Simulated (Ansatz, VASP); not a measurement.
## One calculation of Ba, two programs

Contents of INCAR:

```
PREC = Accurate
ENCUT = 520
EDIFF = 1E-6
ISMEAR = -1
SIGMA = 0.1
LREAL = F
LASPH = T
NELM = 60
ALGO = Normal
ISIF = 2
LWAVE = F
LCHARG = F
GGA = RE
NBANDS = 11
```

Contents of KPOINTS:

```
Automatic mesh
0
Gamma
  14 14 14
```

File POSCAR:

```
Ba
1.0
   -2.6585635604      2.6585635604      2.6585635604
    2.6585635604     -2.6585635604      2.6585635604
    2.6585635604      2.6585635604     -2.6585635604
Ba
1
Direct
    0.0000000000      0.0000000000      0.0000000000
```

Input for Ansatz:

```yaml
crystal:
  lattice:
    - [-2.6585635566, 2.6585635566, 2.6585635566]
    - [2.6585635566, -2.6585635566, 2.6585635566]
    - [2.6585635566, 2.6585635566, -2.6585635566]
  atoms:
    - { symbol: Ba, position: [0.0, 0.0, 0.0] }
hamiltonian:
  xc: revpbe
  pseudopotentials:
    kind: paw
    azcp:
      Ba: "pseudopotentials/Ba.paw.azcp"
basis:
  ecutwfc: 420
  fft_grid_basis: typed
kpoints:
  mp_grid: { grid: [14, 14, 14], shift: [0, 0, 0] }
magnetization:
  spin_polarized: false
scf:
  occupations: { method: fermi_dirac, width: 0.1 }
output:
  stress: true
```

Alike in both runs: task single point; functional revPBE; k mesh 14 × 14 × 14; occupations fermi-dirac, width 0.1 eV; no spin polarisation.

```csv
,VASP,Ansatz
version,VASP 6.6.1,Ansatz 0.2.0
potentials or method,"VASP PAW PBE potentials, release 64 (Ba_sv), cutoff 520 eV","plane waves (420 eV) with PAW, scalar-relativistic"
valence electrons in the cell,10,10
```

|  | VASP | Ansatz | Ansatz less VASP |
| --- | --- | --- | --- |
| pressure (GPa) | -0.7 | -0.7 | -0.02 |

VASP's potentials were made for PBE, not for revPBE.

Spin-orbit coupling is off throughout.
